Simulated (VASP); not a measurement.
Runs of VASP 6.6.1 on In. The structure is that of space group Pm-3m (No. 221), or close to it. The cells are those of the table. 

```tsv
task	cell	k mesh	cutoff (eV)	gap on the mesh (eV)	pressure (GPa)
single point	a = 3.049 Å, 1 atom	11 × 11 × 11	520	none	1.5
single point	a = 3.132 Å, 1 atom	11 × 11 × 11	520	none	-1.0
single point	a = 2.962 Å, 1 atom	11 × 11 × 11	520	none	(b)
single point	a = 3.210 Å, 1 atom	11 × 11 × 11	520	none	(a)
single point	a = 3.171 Å, 1 atom	11 × 11 × 11	520	none	-1.9
single point	a = 3.091 Å, 1 atom	10 × 10 × 10	520	none	0.0
relaxation of cell and atoms	relaxed from a = 3.045 Å, 1 atom	10 × 10 × 10	600	none	0.0
single point	a = 3.091 Å, 1 atom	11 × 11 × 11	520	none	0.1
```

Alike in all rows: level PBE; potentials or basis VASP PAW PBE potentials, release 64 (In_d); no spin polarisation; smearing fermi-dirac 0.1 eV.

Question: Estimate the missing entries.

Answer: (a) -2.6; (b) 5.6.

Caveats: spin-orbit coupling is left out, which moves the levels of the heavy elements.

A k mesh can miss the band edges, and the runs leave out spin-orbit coupling on In.

A gap of «none» marks levels without a gap at the run's occupations.
